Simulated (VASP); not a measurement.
## KNb2W2: single point with PBE

Crystal: KNb2W2.

```
CELL_PARAMETERS angstrom
2.71527 0.00000 0.00000
0.00000 2.71527 0.00000
0.00000 0.00000 13.71964
ATOMIC_POSITIONS crystal
K 0.50000 0.50000 0.34694
Nb 0.50000 0.50000 0.94050
Nb 0.00000 0.00000 0.76421
W 0.00000 0.00000 0.56696
W 0.00000 0.00000 0.11195
```

The cell was built from a structure type or drawn by symmetry, and may not be a known phase.

- Program: VASP 6.6.1
- Task: single point
- Functional: PBE
- Potentials or basis: VASP PAW PBE potentials, release 64 (K_sv, Nb_sv, W_sv)
- Cutoff: 520 eV
- k mesh: 6 × 6 × 2
- Occupations: gaussian, width 0.1 eV
- Spin: no spin polarisation
- Dipole correction: no
- Further INCAR settings: ALGO = Normal; EDIFF = 1e-07; NBANDS = 40

| Item | Value |
| --- | --- |
| Pressure | 0.1 GPa |
| Largest force | 0.021 eV/Å |
| Band gap on the k mesh | zero (an odd number of electrons rules out a gap without spin polarisation) |

Forces in eV/Å, atoms in the order of the input:
```
K    0.000  0.000 -0.019
Nb   0.000  0.000 -0.021
Nb   0.000  0.000  0.016
W    0.000  0.000  0.010
W    0.000  0.000  0.014
```

Stress tensor (GPa, compression positive):
```
0.17 0.00 0.00
0.00 0.17 0.00
0.00 0.00 0.09
```

Levels at points of the mesh, in eV from the Fermi level:
```tsv
k point	band 28	band 29	band 30	band 31	band 32	band 33	band 34	band 35
(0.00, 0.00, 0.00)	-2.36	-2.05	-1.95	-0.41	-0.16	0.42	1.53	1.53
(0.50, 0.00, 0.00)	-1.36	-1.22	-0.56	-0.29	0.91	1.14	1.48	1.51
(0.50, 0.50, 0.00)	-1.96	-0.70	-0.41	-0.41	0.09	1.58	1.58	1.99
(0.00, 0.00, 0.50)	-2.50	-1.95	-1.80	-0.81	-0.07	0.64	1.52	1.52
(0.50, 0.00, 0.50)	-1.49	-1.24	-0.04	0.04	0.54	0.64	1.14	1.48
(0.50, 0.50, 0.50)	-1.91	-0.81	-0.53	-0.53	0.40	1.60	1.83	1.83
```

Run time: 74 s on 1 thread of Intel(R) Xeon(R) Platinum 8488C (Sapphire Rapids), with other jobs on the host, peak memory 0.24 GiB.

Caveat: the k points lie up to 0.39 Å⁻¹ apart, too coarse for converged energies and pressures of a metal; spin-orbit coupling is left out, which moves the levels of the heavy elements.
